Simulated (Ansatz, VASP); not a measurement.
Two plane-wave programs on TiCo

POSCAR

```
TiCo
1.0
    2.9874422231      0.0000000000      0.0000000000
    0.0000000000      2.9874422231      0.0000000000
    0.0000000000      0.0000000000      2.9874422231
Ti Co
1 1
Direct
    0.0000000000      0.0000000000      0.0000000000
    0.5000000000      0.5000000000      0.5000000000
```

The input INCAR.step1:

```
SYSTEM = TiCo
PREC = Accurate
ENCUT = 520
ISMEAR = 0
SIGMA = 0.05
LREAL = .False.
LASPH = .True.
NELM = 150
ISPIN = 2
MAGMOM = 0 1.54
LMAXMIX = 4
NBANDS = 22
GGA = PE
ALGO = Normal
EDIFF = 1E-4
LWAVE = .True.
LCHARG = .False.
```

INCAR.step2

```
SYSTEM = TiCo
PREC = Accurate
ENCUT = 520
EDIFF = 1E-7
ISMEAR = 0
SIGMA = 0.05
LREAL = .False.
LASPH = .True.
NELM = 150
ALGO = Normal
ISIF = 2
LWAVE = .False.
LCHARG = .False.
ISPIN = 2
MAGMOM = 0 1.54
LORBIT = 11
LMAXMIX = 4
METAGGA = R2SCAN
LMIXTAU = .True.
NBANDS = 22
ISTART = 1
```

File KPOINTS:

```
Automatic mesh
0
Gamma
  16 16 16
  0 0 0
```

Input for Ansatz:

```yaml
crystal:
  lattice:
    - [2.987442185, 0.0, 0.0]
    - [0.0, 2.987442185, 0.0]
    - [0.0, 0.0, 2.987442185]
  atoms:
    - { symbol: Ti, position: [0.0, 0.0, 0.0] }
    - { symbol: Co, position: [0.5, 0.5, 0.5], spin: 1.54 }
basis:
  ecutwfc: 500
  ecutrho_ratio: 4
kpoints:
  mp_grid: { grid: [16, 16, 16] }
hamiltonian:
  xc: r2scan
scf:
  occupations: { method: gaussian, width: 0.05 }
output:
  forces: true
  stress: true
  eigenvalues: true
  populations: true
magnetization:
  spin_polarized: true
```

Alike in both runs: task single point; functional r2SCAN; k mesh 16 × 16 × 16; occupations gaussian, width 0.05 eV; collinear spin.

|  | VASP | Ansatz |
| --- | --- | --- |
| version | VASP 6.6.1 | Ansatz 0.2.0 |
| potentials or method | VASP PAW PBE potentials, release 64 (Ti_sv, Co), cutoff 520 eV | scalar-relativistic, plane waves, PAW |
| valence electrons in the cell | 21 | 29 |

|  | VASP | Ansatz | Ansatz less VASP |
| --- | --- | --- | --- |
| gap on the k mesh at the Fermi level (eV) | none | none | - |
| pressure (GPa) | 0.2 | 0.0 | -0.23 |
| net moment per atom (μB) | 0.44 | 0.44 | 0.000 |
| size of the moment on the site where the two differ most (μB) | 1.37 | 1.40 | +0.029 |

VASP's potentials were made for PBE, not for r2SCAN. Site moments also hang on the region over which each program counts them. A gap of «none» marks a metal or a gap that the smearing closes. With one functional, cell and mesh, what is left measures potentials, basis and numerics. VASP's potentials hold 21 valence electrons a cell and Ansatz's 29, so a difference there can come from the potentials and not from the codes. Ansatz's warnings: stability check not made.
